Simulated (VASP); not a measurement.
A run of VASP 6.6.1 is set up as follows.

File INCAR:

```
SYSTEM = BaO
ALGO     = Normal         ! electronic algorithm
EDIFF    = 1E-6           ! SCF threshold, eV
ENCUT    = 600            ! plane-wave cutoff, eV
GGA      = PE             ! functional
GGA_COMPAT= .FALSE.      
ISIF     = 2              ! what is computed and relaxed
ISMEAR   = 0              ! smearing method
LASPH    = .TRUE.         ! aspherical terms in the spheres
LCHARG   = .TRUE.         ! write CHGCAR
LELF     = .TRUE.         ! ELF
LREAL    = .FALSE.        ! projectors in reciprocal space
LVHAR    = .TRUE.       
LWAVE    = .FALSE.        ! write WAVECAR
NBANDS   = 15             ! bands
NELM     = 120            ! most SCF steps
PREC     = Accurate       ! precision mode
SIGMA    = 0.01           ! smearing width, eV
```

The input KPOINTS:

```
k-points
0
G
  4 4 4
  0 0 0
```

The input POSCAR:

```
BaO
1.0
    0.0000000000      2.7500000000      2.7500000000
    2.7500000000      0.0000000000      2.7500000000
    2.7500000000      2.7500000000      0.0000000000
Ba O
1 1
Direct
    0.0000000000      0.0000000000      0.0000000000
    0.5000000000      0.5000000000      0.5000000000
```

Potentials or basis: VASP PAW PBE potentials, release 64 (Ba_sv, O).

The run is started by

```sh
$ cat potpaw_PBE.64/Ba_sv/POTCAR potpaw_PBE.64/O/POTCAR > POTCAR
$ mpirun -np 1 vasp_std > vasp.out
```

(1) What does it give for the pressure?

(2) Predict the band gap on the k mesh.

Results:

(1) 4.8 GPa.

(2) 1.89 eV.

Caveat: the k points lie up to 0.49 Å⁻¹ apart; spin-orbit coupling is left out, which moves the levels of the heavy elements.
